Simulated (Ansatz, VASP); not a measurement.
## Two plane-wave programs on BiTe

Contents of POSCAR:

```
BiTe
1.0
    2.4832754671      1.4337197594      3.3172919545
   -2.4832754671      1.4337197594      3.3172919545
    0.0000000000     -2.8674395188      3.3172919545
Bi Te
1 1
Direct
    0.5000000000      0.5000000000      0.5000000000
    0.0000000000      0.0000000000      0.0000000000
```

INCAR.step1

```
PREC = Accurate ; ENCUT = 520
ISMEAR = 0 ; SIGMA = 0.15
LREAL = False ; LASPH = True
NELM = 80 ; NBANDS = 18
GGA = PE ; ALGO = Normal
EDIFF = 1E-4 ; LWAVE = True
LCHARG = False
```

File INCAR.step2:

```
PREC = Accurate ; ENCUT = 520
EDIFF = 1E-6 ; ISMEAR = 0
SIGMA = 0.15 ; LREAL = False
LASPH = True ; NELM = 80
ALGO = Normal ; ISIF = 2
LWAVE = False ; LCHARG = False
METAGGA = R2SCAN ; LMIXTAU = True
NBANDS = 18 ; ISTART = 1
```

The input KPOINTS:

```
Automatic mesh
0
Gamma
  12 12 12
```

Input for Ansatz:

```yaml
crystal:
  lattice:
    - [2.4832754671, 1.4337197594, 3.3172919545]
    - [-2.4832754671, 1.4337197594, 3.3172919545]
    - [0.0, -2.8674395188, 3.3172919545]
  atoms:
    - { symbol: Bi, position: [0.5, 0.5, 0.5] }
    - { symbol: Te, position: [0.0, 0.0, 0.0] }
basis:
  ecutwfc: 500
kpoints:
  mp_grid: { grid: [12, 12, 12] }
hamiltonian:
  xc: r2scan
scf:
  occupations: { method: gaussian, width: 0.15 }
output:
  forces: true
  stress: true
  eigenvalues: true
```

Change from the starting cell: strain +0.025 along x and y, +0.000 along z, atoms carried along.

Alike in both runs: task single point; functional r2SCAN; k mesh 12 × 12 × 12; occupations gaussian, width 0.15 eV; no spin polarisation.

|  | VASP | Ansatz |
| --- | --- | --- |
| version | VASP 6.6.1 | Ansatz 0.2.0 |
| potentials or method | VASP PAW PBE potentials, release 64 (Bi_d, Te), cutoff 520 eV | scalar-relativistic, plane waves, PAW |
| valence electrons in the cell | 21 | 31 |

```csv
,VASP,Ansatz,Ansatz less VASP
gap on the k mesh at the Fermi level (eV),none,none,-
pressure (GPa),-3.2,-3.1,+0.03
"traceless stress, the component that is largest in VASP (GPa)",0.98,0.98,-0.005
```

VASP's potentials were made for PBE, not for r2SCAN. A gap of «none» marks a metal or a gap that the smearing closes. VASP's potentials hold 21 valence electrons a cell and Ansatz's 31, so a difference there can come from the potentials and not from the codes.

Spin-orbit coupling is off throughout.
